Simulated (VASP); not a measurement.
Write the native input for VASP 6.6.1 that does the following.

| Item | Value |
| --- | --- |
| Task | single point |
| Functional | PBE |
| Potentials or basis | VASP PAW PBE potentials, release 64 (Sn_d, Cl) |
| Cutoff | 520 eV |
| k mesh | 8 × 8 × 3 |
| Occupations | methfessel-paxton, width 0.05 eV |
| Spin | no spin polarisation |
| Dipole correction | no |
| Further INCAR settings | ALGO = Normal; EDIFF = 1e-07; NBANDS = 29 |

The structure of SnCl lies in POSCAR:

```
SnCl
1.0
    3.4975457026      0.0000000000      0.0000000000
   -1.7487728513      3.0289634293      0.0000000000
    0.0000000000      0.0000000000     10.0622090000
Sn Cl
2 2
Direct
    0.6666666667      0.3333333333      0.8205100000
    0.3333333333      0.6666666667      0.3205100000
    0.6666666667      0.3333333333      0.5544910000
    0.3333333333      0.6666666667      0.0544910000
```

One way to write it, as run:

INCAR

```
PREC = Accurate
ENCUT = 520
EDIFF = 1E-7
ISMEAR = 1
SIGMA = 0.05
LREAL = F
LASPH = T
NELM = 60
ALGO = Normal
ISIF = 2
LWAVE = F
LCHARG = F
GGA = PE
NBANDS = 29
```

KPOINTS

```
Automatic mesh
0
Gamma
  8 8 3
```

Potentials or basis: VASP PAW PBE potentials, release 64 (Sn_d, Cl).

Launch:

```sh
$ cat potpaw_PBE.64/Sn_d/POTCAR potpaw_PBE.64/Cl/POTCAR > POTCAR
$ mpirun -np 1 vasp_std > vasp.out
```

It gave:

```
Pressure               : -0.2 GPa
Largest force          : 0.097 eV/Å
Band gap on the k mesh : zero (band 21 reaches 7.15 eV, above the bottom of band 22 at 3.75 eV)
```

Caveat: spin-orbit coupling is left out, which moves the levels of the heavy elements.

It took 31 s on 1 thread of Intel(R) Xeon(R) 6975P-C (Granite Rapids), with other jobs on the host, peak memory 0.25 GiB.
